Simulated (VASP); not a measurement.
A run of VASP 6.6.1 is set up as follows.

File INCAR:

```
ALGO = Normal ; EDIFF = 1E-6
ENCUT = 520 ; GGA = PS
ISIF = 2 ; ISMEAR = 0
LASPH = True ; LCHARG = False
LREAL = False ; LWAVE = False
NBANDS = 16 ; NELM = 100
PREC = Accurate ; SIGMA = 0.1
```

Contents of KPOINTS:

```
k-points
0
Gamma
  18 18 18
```

POSCAR

```
TiN
1.0
    0.0000000000      2.0016442343      2.0016442343
    2.0016442343      0.0000000000      2.0016442343
    2.0016442343      2.0016442343      0.0000000000
Ti N
1 1
Direct
    0.0000000000      0.0000000000      0.0000000000
    0.5000000000      0.5000000000      0.5000000000
```

Potentials or basis: VASP PAW PBE potentials, release 64 (Ti_sv, N).

Command:

```console
$ cat potpaw_PBE.64/Ti_sv/POTCAR potpaw_PBE.64/N/POTCAR > POTCAR
$ mpirun -np 1 vasp_std > vasp.out
```

(1) Predict the pressure.

## Answers

(1) 60.5 GPa.

Caveat: the PAW data sets were made with another functional, which shifts forces and pressure a little.
